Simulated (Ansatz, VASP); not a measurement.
YTl2OsC6N6: VASP beside Ansatz

```xyz
16
Lattice="0.0000 5.5518 5.5518 5.5518 0.0000 5.5518 5.5518 5.5518 0.0000" Properties=species:S:1:pos:R:3 pbc="T T T"
Y     5.5518    5.5518    5.5518
Tl    2.7759    2.7759    2.7759
Tl    8.3277    8.3277    8.3277
Os    0.0000    0.0000    0.0000
C     2.0179    5.5518    5.5518
C     5.5518    2.0179    5.5518
C     5.5518    5.5518    2.0179
C     9.0857    5.5518    5.5518
C     5.5518    9.0857    5.5518
C     5.5518    5.5518    9.0857
N     3.1979    5.5518    5.5518
N     5.5518    3.1979    5.5518
N     5.5518    5.5518    3.1979
N     7.9057    5.5518    5.5518
N     5.5518    7.9057    5.5518
N     5.5518    5.5518    7.9057
```

Alike in both runs: functional PBE; k mesh 6 × 6 × 6; occupations gaussian, width 0.1 eV; no spin polarisation.

Ansatz relaxed the structure, and its values are those at the end. VASP's run is a single point on that final structure, the one shown.

|  | VASP | Ansatz |
| --- | --- | --- |
| version | VASP 6.6.1 | Ansatz 0.2.0 |
| potentials or method | VASP PAW PBE potentials, release 64 (Y_sv, Tl_d, Os, C, N), cutoff 520 eV | scalar-relativistic, plane waves, PAW |
| valence electrons in the cell | 99 | 107 |

|  | VASP | Ansatz | Ansatz less VASP |
| --- | --- | --- | --- |
| gap on the k mesh at the Fermi level (eV) | none | none | - |
| pressure (GPa) | 0.4 | 0.0 | -0.37 |
| rms of the force components (eV/Å) | 0.145 | 0.001 | -0.1444 |

A gap of «none» marks a metal or a gap that the smearing closes. One of these differences is far larger than is usual between the two programs; its cause wasn't traced. VASP's potentials hold 99 valence electrons a cell and Ansatz's 107, so a difference there can come from the potentials and not from the codes.

Spin-orbit coupling is off throughout. Noted on VASP's run: the standard files for N, O and F lose accuracy on very short bonds.
